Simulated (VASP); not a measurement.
# Na2S (Fm-3m) in VASP: single point with PBE

Aim: the single point of Na2S with PBE.

All numbers are computed with VASP 6.6.1; they aren't measurements. Logs are shortened: lines on timing, memory, paths and dates and some standing lists are left out, and cuts for length are marked.

**1. The cell of the first run**

Symmetry: Fm-3m, No. 225, cubic system. Conventional cell: a = 6.561 Å, b = 6.561 Å, c = 6.561 Å, α = 90.00°, β = 90.00°, γ = 90.00°. Na (site symmetry -43m) has 4 S at 2.84 Å and 6 Na at 3.28 Å within 3.7 Å. S (site symmetry m-3m) has 8 Na at 2.84 Å within 3.7 Å.

**2. Single point, PBE (Li replaced by Na, lengths x 1.126, strained)**

Contents of INCAR:

```
SYSTEM = Na2S
ALGO = Normal
EDIFF = 1E-6
ENCUT = 500
GGA = PE
GGA_COMPAT = .FALSE.
ISIF = 2
ISMEAR = 0
LASPH = .TRUE.
LCHARG = .FALSE.
LREAL = .FALSE.
LWAVE = .FALSE.
NBANDS = 17
NELM = 120
PREC = Accurate
SIGMA = 0.02
```

Contents of KPOINTS:

```
k-points
0
G
  8 8 8
  0 0 0
```

Contents of POSCAR:

```
Na2S
1.0
    0.0000000000      3.2806276364      3.2806276364
    3.2806276364      0.0000000000      3.2806276364
    3.2806276364      3.2806276364      0.0000000000
Na S
2 1
Direct
    0.2500000000      0.2500000000      0.2500000000
    0.7500000000      0.7500000000      0.7500000000
    0.0000000000      0.0000000000      0.0000000000
```

Potentials or basis: VASP PAW PBE potentials, release 64 (Na_pv, S).

On the command line:

```
> cat potpaw_PBE.64/Na_pv/POTCAR potpaw_PBE.64/S/POTCAR > POTCAR
> mpirun -np 1 vasp_std > vasp.out
```

OUTCAR:

```text
SYSTEM = Na2S
   EDIFF = 1E-6
   ENCUT = 500
   GGA = PE
   ISIF = 2
   ISMEAR = 0
   LASPH = .TRUE.
   LREAL = .FALSE.
   NELM = 120
   PREC = Accurate

 ion  position               nearest neighbor table
   1  0.250  0.250  0.250-
   2  0.750  0.750  0.750-
   3  0.000  0.000  0.000-

  LATTYP: Found a face centered cubic cell.
 ALAT       =     6.5612552728

  Lattice vectors:

 A1 = (   0.0000000000,   3.2806276364,   3.2806276364)
 A2 = (   3.2806276364,   0.0000000000,   3.2806276364)
 A3 = (   3.2806276364,   3.2806276364,   0.0000000000)

Analysis of symmetry for initial positions (statically):
=====================================================================
 Subroutine PRICEL returns:
 Original cell was already a primitive cell.

 Routine SETGRP: Setting up the symmetry group for a
 face centered cubic supercell.

 Subroutine GETGRP returns: Found 48 space group operations
 (whereof 48 operations were pure point group operations)
 out of a pool of 48 trial point group operations.

The static configuration has the point symmetry O_h .

Analysis of symmetry for dynamics (positions and initial velocities):
=====================================================================
 Subroutine PRICEL returns:
 Original cell was already a primitive cell.

 Routine SETGRP: Setting up the symmetry group for a
 face centered cubic supercell.

 Subroutine GETGRP returns: Found 48 space group operations
 (whereof 48 operations were pure point group operations)
 out of a pool of 48 trial point group operations.

The dynamic configuration has the point symmetry O_h .

 Subroutine INISYM returns: Found 48 space group operations
 (whereof 48 operations are pure point group operations),
 and found     1 'primitive' translations

----------------------------------------------------------------------------------------

                                     Primitive cell

  volume of cell :      70.6156

  direct lattice vectors                    reciprocal lattice vectors
     0.000000000  3.280627636  3.280627636    -0.152409860  0.152409860  0.152409860
     3.280627636  0.000000000  3.280627636     0.152409860 -0.152409860  0.152409860
     3.280627636  3.280627636  0.000000000     0.152409860  0.152409860 -0.152409860

  length of vectors
     4.639508096  4.639508096  4.639508096     0.263981622  0.263981622  0.263981622

  position of ions in fractional coordinates (direct lattice)
     0.250000000  0.250000000  0.250000000
     0.750000000  0.750000000  0.750000000
     0.000000000  0.000000000  0.000000000

  ion indices of the primitive-cell ions
   primitive index   ion index
                 1           1
                 2           2
                 3           3

----------------------------------------------------------------------------------------

 KPOINTS: k-points

Automatic generation of k-mesh.
 Grid dimensions read from file:
 generate k-points for:    8    8    8

 Generating k-lattice:

  Cartesian coordinates                     Fractional coordinates (reciprocal lattice)
    -0.019051233  0.019051233  0.019051233     0.125000000  0.000000000  0.000000000
     0.019051233 -0.019051233  0.019051233     0.000000000  0.125000000  0.000000000
     0.019051233  0.019051233 -0.019051233     0.000000000  0.000000000  0.125000000

  Length of vectors
     0.032997703  0.032997703  0.032997703

  Shift w.r.t. Gamma in fractional coordinates (k-lattice)
     0.000000000  0.000000000  0.000000000

 Subroutine IBZKPT returns following result:
 ===========================================

 Found     29 irreducible k-points:

 Following reciprocal coordinates:
            Coordinates               Weight
  0.000000  0.000000  0.000000      1.000000
  0.125000  0.000000  0.000000      8.000000
  0.250000  0.000000  0.000000      8.000000
  0.375000  0.000000  0.000000      8.000000
  0.500000  0.000000  0.000000      4.000000
  0.125000  0.125000  0.000000      6.000000
[... 16 lines left out ...]
  0.500000  0.250000  0.125000     48.000000
 -0.375000  0.250000  0.125000     24.000000
 [... further k-points ...]
   k-points           NKPTS =     29   k-points in BZ     NKDIM =     29   number of bands    NBANDS=     17
   number of dos      NEDOS =    301   number of ions     NIONS =      3
   total plane-waves  NPLWV =  46656
   dimension x,y,z NGX =    36 NGY =   36 NGZ =   36
   dimension x,y,z NGXF=    72 NGYF=   72 NGZF=   72
   ions per type =               2   1
   NGX,Y,Z   is equivalent  to a cutoff of  12.90, 12.90, 12.90 a.u.
   NGXF,Y,Z  is equivalent  to a cutoff of  25.80, 25.80, 25.80 a.u.
 SYSTEM =  Na2S
   PREC   = accura    normal or accurate (medium, high low for compatibility)
   ISTART =      0    job   : 0-new  1-cont  2-samecut
   ICHARG =      2    charge: 1-file 2-atom 10-const
   ISPIN  =      1    spin polarized calculation?
   LNONCOLLINEAR =      F non collinear calculations
   LSORBIT =      F    spin-orbit coupling
   LASPH  =      T    aspherical Exc in radial PAW
   ENCUT  =  500.0 eV  36.75 Ry    6.06 a.u.   8.46  8.46  8.46*2*pi/ulx,y,z
   NELM   =    120;   NELMIN=  2; NELMDL= -5     # of ELM steps
   EDIFF  = 0.1E-05   stopping-criterion for ELM
   LREAL  =      F    real-space projection
   EDIFFG = 0.1E-04   stopping-criterion for IOM
   NSW    =      0    number of steps for IOM
   IBRION =     -1    ionic relax: 0-MD 1-quasi-New 2-CG
   NFREE  =      0    steps in history (QN), initial steepest desc. (CG)
   ISIF   =      2    stress and relaxation
   ISYM   =      2    0-nonsym 1-usesym 2-fastsym
   POTIM  = 0.5000    time-step for ionic-motion
   TEBEG  =    0.0;   TEEND  =   0.0 temperature during run
   PSTRESS=    0.0 pullay stress
   NELECT =      20.0000    total number of electrons
   NUPDOWN=      -1.0000    fix difference up-down
   EMIN   =  10.00;   EMAX   =-10.00  energy-range for DOS
   EFERMI =   0.00;   METHOD = LEGACY
   ISMEAR =     0;   SIGMA  =   0.02  broadening in eV -4-tet -1-fermi 0-gaus
   EFERMI_NEDOS =   21; number of points for ismear=-14 and -15
   IALGO  =     38    algorithm
   IMIX   =      4    mixing-type and parameters
     AMIX     =   0.40;   BMIX     =  1.00
     AMIX_MAG =   1.60;   BMIX_MAG =  1.00
  volume/ion in A,a.u.               =      23.54       158.85
  Fermi-wavevector in a.u.,A,eV,Ry     =   1.075106  2.031655 15.726329  1.155853
  Thomas-Fermi vector in A             =   2.210953
   LORBIT       =      0    0 simple, 1 ext, 2 COOP (PROOUT), +10 PAW based schemes
   GGA     = PE    functional components
   LHFCALC =     F    Hartree Fock is set to
   AEXX    =    0.0000 exact exchange contribution
   IVDW    =     0    specifies the selected vdW correction
   LEPSILON=     F    determine dielectric tensor
   LRPA    =     F    only Hartree local field effects (RPA)
 non-spin polarized calculation
 Gauss-broadening in eV      SIGMA  =   0.02
  energy-cutoff  :      500.00
  volume of cell :       70.62
 maximum number of plane-waves:      1812
 NGX is ok and might be reduce to    36
   NGX = 17   NGY = 17   NGZ = 17

 number of electron      19.9999993 magnetization

 Free energy of the ion-electron system (eV)
  ---------------------------------------------------
  ext. energy  EPLUGINS =         0.00000000
  ---------------------------------------------------
  free energy    TOTEN  =        -9.97603310 eV

  energy without entropy =       -9.97603310  energy(sigma->0) =       -9.97603310

 E-fermi :   0.2364     XC(G=0):  -7.7880

 val. band max:        0.1493705014   @ k =   0.0000   0.0000   0.0000
 cond. band min:       2.6042674262   @ k =   0.0000   0.0000   0.0000
 fundamental gap:      2.4548969248
 Fermi energy:         0.2364455336

 k-point     1 :       0.0000    0.0000    0.0000
  band No.  band energies     occupation
      1     -22.1124      2.00000
      2     -22.1124      2.00000
      3     -22.1124      2.00000
      4     -22.0604      2.00000
      5     -22.0604      2.00000
      6     -22.0604      2.00000
[... 9 lines left out ...]
     16       9.4836      0.00000
     17      11.3174      0.00000

 k-point     2 :       0.1250    0.0000    0.0000
  band No.  band energies     occupation
      1     -22.1111      2.00000
      2     -22.1106      2.00000
      3     -22.1106      2.00000
      4     -22.0634      2.00000
      5     -22.0625      2.00000
      6     -22.0625      2.00000
[... 9 lines left out ...]
     16       9.1033      0.00000
     17      10.8795      0.00000

 k-point     3 :       0.2500    0.0000    0.0000
  band No.  band energies     occupation
      1     -22.1074      2.00000
      2     -22.1053      2.00000
      3     -22.1053      2.00000
      4     -22.0714      2.00000
      5     -22.0685      2.00000
      6     -22.0684      2.00000
[... 9 lines left out ...]
     16       9.2627      0.00000
     17      10.4170      0.00000

 k-point     4 :       0.3750    0.0000    0.0000
  band No.  band energies     occupation
      1     -22.1012      2.00000
      2     -22.0971      2.00000
      3     -22.0971      2.00000
      4     -22.0817      2.00000
      5     -22.0772      2.00000
      6     -22.0772      2.00000
[... 9 lines left out ...]
     16      10.2707      0.00000
     17      10.6291      0.00000

 k-point     5 :       0.5000    0.0000    0.0000
  band No.  band energies     occupation
      1     -22.0947      2.00000
      2     -22.0898      2.00000
      3     -22.0880      2.00000
      4     -22.0880      2.00000
      5     -22.0865      2.00000
      6     -22.0865      2.00000
[... 9 lines left out ...]
     16      11.5278      0.00000
     17      11.5278      0.00000

 k-point     6 :       0.1250    0.1250    0.0000
  band No.  band energies     occupation
      1     -22.1140      2.00000
      2     -22.1140      2.00000
      3     -22.1029      2.00000
      4     -22.0718      2.00000
      5     -22.0594      2.00000
      6     -22.0594      2.00000
[... 9 lines left out ...]
     16       9.6880      0.00000
     17      11.6685      0.00000

 k-point     7 :       0.2500    0.1250    0.0000
  band No.  band energies     occupation
      1     -22.1139      2.00000
      2     -22.1134      2.00000
      3     -22.0931      2.00000
      4     -22.0837      2.00000
      5     -22.0611      2.00000
      6     -22.0606      2.00000
[... 9 lines left out ...]
     16       9.8545      0.00000
     17      11.1931      0.00000

 k-point     8 :       0.3750    0.1250    0.0000
  band No.  band energies     occupation
      1     -22.1107      2.00000
      2     -22.1088      2.00000
      3     -22.0960      2.00000
      4     -22.0824      2.00000
      5     -22.0673      2.00000
      6     -22.0658      2.00000
[... 9 lines left out ...]
     16      10.6830      0.00000
     17      11.0887      0.00000
[... 203 lines left out ...]
      1     -22.1335      2.00000
      2     -22.1208      2.00000
      3     -22.1203      2.00000
      4     -22.0564      2.00000
      5     -22.0560      2.00000
      6     -22.0502      2.00000
[... 9 lines left out ...]
     16      11.9322      0.00000
     17      12.1022      0.00000

 k-point    20 :      -0.3750    0.3750    0.0000
  band No.  band energies     occupation
      1     -22.1335      2.00000
      2     -22.1157      2.00000
      3     -22.1138      2.00000
      4     -22.0633      2.00000
      5     -22.0621      2.00000
      6     -22.0490      2.00000
[... 9 lines left out ...]
     16      10.7840      0.00000
     17      12.9934      0.00000

 k-point    21 :       0.5000    0.5000    0.0000
  band No.  band energies     occupation
      1     -22.1374      2.00000
      2     -22.1231      2.00000
      3     -22.1231      2.00000
      4     -22.0535      2.00000
      5     -22.0535      2.00000
      6     -22.0472      2.00000
[... 9 lines left out ...]
     16      11.7474      0.00000
     17      12.1287      0.00000

 k-point    22 :       0.3750    0.2500    0.1250
  band No.  band energies     occupation
      1     -22.1197      2.00000
      2     -22.1080      2.00000
      3     -22.0975      2.00000
      4     -22.0811      2.00000
      5     -22.0677      2.00000
      6     -22.0560      2.00000
[... 9 lines left out ...]
     16      10.6809      0.00000
     17      11.7662      0.00000

 k-point    23 :       0.5000    0.2500    0.1250
  band No.  band energies     occupation
      1     -22.1215      2.00000
      2     -22.1095      2.00000
      3     -22.0993      2.00000
      4     -22.0775      2.00000
      5     -22.0700      2.00000
      6     -22.0563      2.00000
[... 9 lines left out ...]
     16      11.1839      0.00000
     17      12.0251      0.00000

 k-point    24 :      -0.3750    0.2500    0.1250
  band No.  band energies     occupation
      1     -22.1201      2.00000
      2     -22.1159      2.00000
      3     -22.0887      2.00000
      4     -22.0885      2.00000
      5     -22.0617      2.00000
      6     -22.0608      2.00000
[... 9 lines left out ...]
     16      10.7460      0.00000
     17      12.0211      0.00000

 [... further k-points ...]
[... 5 lines left out ...]
  --------------------------------------------------------------------------------------
  -------------------------------------------------------------------------------------
  Total        0.0374857      0.0374857      0.0374857     -0.0000000     -0.0000000     -0.0000000
  in kB        0.8505027      0.8505027      0.8505027     -0.0000000     -0.0000000     -0.0000000
  external PRESSURE =       0.8505027 kB  Pullay stress =       0.0000000 kB

 VOLUME and BASIS-vectors are now :
 -----------------------------------------------------------------------------
  energy-cutoff  :      500.00
  volume of cell :       70.62
      direct lattice vectors                 reciprocal lattice vectors
     0.000000000  3.280627636  3.280627636    -0.152409860  0.152409860  0.152409860
     3.280627636  0.000000000  3.280627636     0.152409860 -0.152409860  0.152409860
     3.280627636  3.280627636  0.000000000     0.152409860  0.152409860 -0.152409860

 POSITION                                       TOTAL-FORCE (eV/Angst)
 -----------------------------------------------------------------------------------
      1.64031      1.64031      1.64031         0.000000      0.000000      0.000000
      4.92094      4.92094      4.92094        -0.000000     -0.000000      0.000000
      0.00000      0.00000      0.00000        -0.000000     -0.000000     -0.000000
 -----------------------------------------------------------------------------------
    total drift:                                0.000000      0.000000      0.000000

  FREE ENERGIE OF THE ION-ELECTRON SYSTEM (eV)
  ---------------------------------------------------
  free  energy   TOTEN  =        -9.9760330959 eV

  energy  without entropy=       -9.9760330959  energy(sigma->0) =       -9.97603310
```

Wall time 40 s (1 thread of Intel Xeon 8259CL, shared host); peak memory 0.2 GiB.

What came out:

| Property | Result |
| --- | --- |
| Free energy | -9.9760 eV |
| Pressure | 0.1 GPa |
| Band gap on the k mesh | 2.45 eV, direct |

Caveat: the cell differs from its parent crystal (Li replaced by Na, lengths x 1.126, strained). A k mesh can miss the band edges.
